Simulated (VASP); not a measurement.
A run of VASP 6.6.1 is set up as follows.

The input INCAR:

```
PREC = Accurate ; ENCUT = 520
EDIFF = 1E-8 ; ISMEAR = 0
SIGMA = 0.01 ; LREAL = False
LASPH = True ; NELM = 60
ALGO = Normal ; ISIF = 2
LWAVE = False ; LCHARG = True
GGA = CA ; IBRION = 8
NSW = 1 ; LEPSILON = True
```

The input KPOINTS:

```
Automatic mesh
0
Gamma
  10 10 10
```

POSCAR

```
HCl
1.0
   -1.7596352856      1.7596341958      2.4478308985
    1.7596352856     -1.7596341958      2.4478308985
    1.7596352856      1.7596341958     -2.4478308985
H Cl
1 1
Direct
    0.7003165136      0.7003165136      0.0000000000
    0.9676834864      0.9676834864      0.0000000000
```

Potentials or basis: VASP PAW LDA potentials, release 64 (H, Cl).

Launch:

```console
$ cat potpaw_LDA.64/H/POTCAR potpaw_LDA.64/Cl/POTCAR > POTCAR
$ mpirun -np 1 vasp_std > vasp.out
```

Task: Estimate the electronic dielectric tensor (diagonal).

Result: 2.81, 2.81, 2.93.

Task: What does it give for the Born charges (mean of the diagonal)?

Result: H +0.48; Cl -0.48 e.

Task: What does it give for the highest phonon frequency at Γ, LO-TO splitting left out?

Result: 2660 cm⁻¹.

Phonon frequencies in cm⁻¹ (negative: imaginary):
```
              q point         frequencies
(0.000, 0.000, 0.000)  0 0 0 199 199 2660
```
